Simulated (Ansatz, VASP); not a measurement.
# MnPdC6N6: VASP beside Ansatz

The input INCAR:

```
SYSTEM = MnPdC6N6
PREC = Accurate ; ENCUT = 520
EDIFF = 1E-6 ; ISMEAR = 0
SIGMA = 0.1 ; LREAL = .False.
LASPH = .True. ; NELM = 150
ALGO = Normal ; ISIF = 2
LWAVE = .False. ; LCHARG = .False.
ISPIN = 2 ; MAGMOM = 4 0 0 0 0 0 0 0 0 0 0 0 0 0
LORBIT = 11 ; LMAXMIX = 4
GGA = PE ; NBANDS = 56
```

The input KPOINTS:

```
Automatic mesh
0
Gamma
  4 4 4
  0 0 0
```

File POSCAR:

```
MnPdC6N6
1.0
    0.0000000000      5.1380000000      5.1380000000
    5.1380000000      0.0000000000      5.1380000000
    5.1380000000      5.1380000000      0.0000000000
Mn Pd C N
1 1 6 6
Direct
    0.5000000000      0.5000000000      0.5000000000
    0.0000000000      0.0000000000      0.0000000000
    0.8114052200      0.1885947800      0.1885947800
    0.1885947800      0.8114052200      0.1885947800
    0.1885947800      0.1885947800      0.8114052200
    0.1885947800      0.8114052200      0.8114052200
    0.8114052200      0.1885947800      0.8114052200
    0.8114052200      0.8114052200      0.1885947800
    0.6975476800      0.3024523200      0.3024523200
    0.3024523200      0.6975476800      0.3024523200
    0.3024523200      0.3024523200      0.6975476800
    0.3024523200      0.6975476800      0.6975476800
    0.6975476800      0.3024523200      0.6975476800
    0.6975476800      0.6975476800      0.3024523200
```

Input for Ansatz:

```yaml
crystal:
  lattice:
    - [0.0, 5.138, 5.138]
    - [5.138, 0.0, 5.138]
    - [5.138, 5.138, 0.0]
  atoms:
    - { symbol: Mn, position: [0.5, 0.5, 0.5], spin: 4.0 }
    - { symbol: Pd, position: [0.0, 0.0, 0.0] }
    - { symbol: C, position: [0.81140522, 0.18859478, 0.18859478] }
    - { symbol: C, position: [0.18859478, 0.81140522, 0.18859478] }
    - { symbol: C, position: [0.18859478, 0.18859478, 0.81140522] }
    - { symbol: C, position: [0.18859478, 0.81140522, 0.81140522] }
    - { symbol: C, position: [0.81140522, 0.18859478, 0.81140522] }
    - { symbol: C, position: [0.81140522, 0.81140522, 0.18859478] }
    - { symbol: "N", position: [0.69754768, 0.30245232, 0.30245232] }
    - { symbol: "N", position: [0.30245232, 0.69754768, 0.30245232] }
    - { symbol: "N", position: [0.30245232, 0.30245232, 0.69754768] }
    - { symbol: "N", position: [0.30245232, 0.69754768, 0.69754768] }
    - { symbol: "N", position: [0.69754768, 0.30245232, 0.69754768] }
    - { symbol: "N", position: [0.69754768, 0.69754768, 0.30245232] }
basis:
  ecutwfc: 420
kpoints:
  mp_grid: { grid: [4, 4, 4] }
hamiltonian:
  xc: pbe
scf:
  occupations: { method: gaussian, width: 0.1 }
  lower_state_search: "off"
output:
  forces: true
  stress: true
  eigenvalues: true
  populations: true
magnetization:
  spin_polarized: true
```

Alike in both runs: task single point; functional PBE; k mesh 4 × 4 × 4; occupations gaussian, width 0.1 eV; collinear spin.

```csv
,VASP,Ansatz
version,VASP 6.6.1,Ansatz 0.2.0
potentials or method,"VASP PAW PBE potentials, release 64 (Mn_pv, Pd, C, N), cutoff 520 eV","scalar-relativistic, plane waves, PAW"
valence electrons in the cell,77,87
```

```csv
,VASP,Ansatz,Ansatz less VASP
pressure (GPa),0.0,6.8,+6.75
rms of the force components (eV/Å),0.803,1.220,+0.4175
net moment per atom (μB),0.07,0.36,+0.286
size of the moment on the site where the two differ most (μB),0.99,3.72,+2.728
```

The net moments are unlike, so the other rows may belong to different states. Site moments also hang on the region over which each program counts them. Atom by atom the forces differ by 0.896 eV/Å (rms over components). VASP's potentials hold 77 valence electrons a cell and Ansatz's 87, so a difference there can come from the potentials and not from the codes.

Noted on VASP's run: the standard files for N, O and F lose accuracy on very short bonds.
